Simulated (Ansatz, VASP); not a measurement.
Ba in VASP and in Ansatz

File INCAR:

```
SYSTEM = Ba
  PREC = Accurate
  ENCUT = 520
  EDIFF = 1E-7
  ISMEAR = 0
  SIGMA = 0.1
  LREAL = .False.
  LASPH = .True.
  NELM = 100
  ALGO = Fast
  ISIF = 2
  LWAVE = .False.
  LCHARG = .False.
  GGA = PE
  NBANDS = 17
```

Contents of KPOINTS:

```
Automatic mesh
0
Gamma
  10 10 6
  0 0 0
```

File POSCAR:

```
Ba
1.0
    3.6149406706     -2.6028816785      0.0000000000
    3.6149406706      2.6028816785      0.0000000000
    0.0000000000      0.0000000000      7.4685875303
Ba
2
Direct
    0.7169754584      0.2830245416      0.2500000000
    0.2830245416      0.7169754584      0.7500000000
```

Input for Ansatz:

```yaml
crystal:
  lattice:
    - [3.6149406706, -2.6028816785, 0.0]
    - [3.6149406706, 2.6028816785, 0.0]
    - [0.0, 0.0, 7.4685875303]
  atoms:
    - { symbol: Ba, position: [0.7169754584, 0.2830245416, 0.25] }
    - { symbol: Ba, position: [0.2830245416, 0.7169754584, 0.75] }
basis:
  ecutwfc: 420
kpoints:
  mp_grid: { grid: [10, 10, 6] }
hamiltonian:
  xc: pbe
scf:
  occupations: { method: gaussian, width: 0.1 }
output:
  forces: true
  stress: true
  eigenvalues: true
```

Alike in both runs: task single point; functional PBE; k mesh 10 × 10 × 6; occupations gaussian, width 0.1 eV; no spin polarisation.

|  | VASP | Ansatz |
| --- | --- | --- |
| version | VASP 6.6.1 | Ansatz 0.2.0 |
| potentials or method | VASP PAW PBE potentials, release 64 (Ba_sv), cutoff 520 eV | scalar-relativistic, plane waves, PAW |
| valence electrons in the cell | 20 | 20 |

|  | VASP | Ansatz | Ansatz less VASP |
| --- | --- | --- | --- |
| gap on the k mesh at the Fermi level (eV) | none | none | - |
| pressure (GPa) | -0.8 | -0.8 | -0.03 |
| traceless stress, the component that is largest in VASP (GPa) | 0.22 | 0.22 | 0.000 |
| rms of the force components (eV/Å) | 0.115 | 0.113 | -0.0012 |

Atom by atom the forces differ by 0.001 eV/Å (rms over components). A gap of «none» marks a metal or a gap that the smearing closes.

Spin-orbit coupling is off throughout.
